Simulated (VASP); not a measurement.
Crystal: Si2Ni.

```
Si Ni
1.0
     0.00000    2.56390    2.56390
     2.56390    0.00000    2.56390
     2.56390    2.56390    0.00000
Si Ni
2 1
Cartesian
  1.2819 1.2819 1.2819
  3.8458 3.8458 3.8458
  0.0000 0.0000 0.0000
```

Base run:

- Program: VASP 6.6.1
- Functional: LDA
- Potentials or basis: VASP PAW LDA potentials, release 64 (Si, Ni)
- Cutoff: 520 eV
- k mesh: 14 × 14 × 14
- Occupations: gaussian, width 0.15 eV
- Spin: collinear spin, ferromagnetic start
- Starting moments: [0.0, 0.0, 0.75] μB
- Fixed moment: 0.75 μB

Its results: pressure 32.8 GPa; site moments Si +0.10; Ni +0.35 μB.

Problem. The run is repeated on the same cell with these changes: fixed moment from 0.75 μB to 0.625 μB; moments at the start from [0.0, 0.0, 0.75] to [0.0, 0.0, 0.62]. What comes out?

Solution. Pressure 31.9 GPa; site moments Si +0.08; Ni +0.29 μB.

Caveats: the cell stands under pressure; the total moment is fixed, so each spin has its own Fermi level.
